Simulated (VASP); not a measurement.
A run of VASP 6.6.1:

File INCAR:

```
  PREC = Accurate
  ENCUT = 520
  EDIFF = 1E-6
  ISMEAR = 0
  SIGMA = 0.1
  LREAL = False
  LASPH = True
  NELM = 80
  ALGO = Fast
  ISIF = 2
  LWAVE = False
  LCHARG = False
  GGA = PS
  NBANDS = 10
```

File KPOINTS:

```
Automatic mesh
0
Gamma
  8 8 8
```

The input POSCAR:

```
K
1.0
   -2.5977473737      2.5977473737      2.5977473737
    2.5977473737     -2.5977473737      2.5977473737
    2.5977473737      2.5977473737     -2.5977473737
K
1
Direct
    0.0000000000      0.0000000000      0.0000000000
```

Potentials or basis: VASP PAW PBE potentials, release 64 (K_sv).

The run is started by

```console
$ cat potpaw_PBE.64/K_sv/POTCAR > POTCAR
$ mpirun -np 1 vasp_std > vasp.out
```

Hardware: 1 thread of Intel Xeon 8259CL, with other jobs on the host.

Estimate the wall time of this run.

Wall time 44 s on 1 thread of Intel Xeon 8259CL, on a shared host, peak memory 0.2 GiB. Counts: scf iterations 12, k points 29.
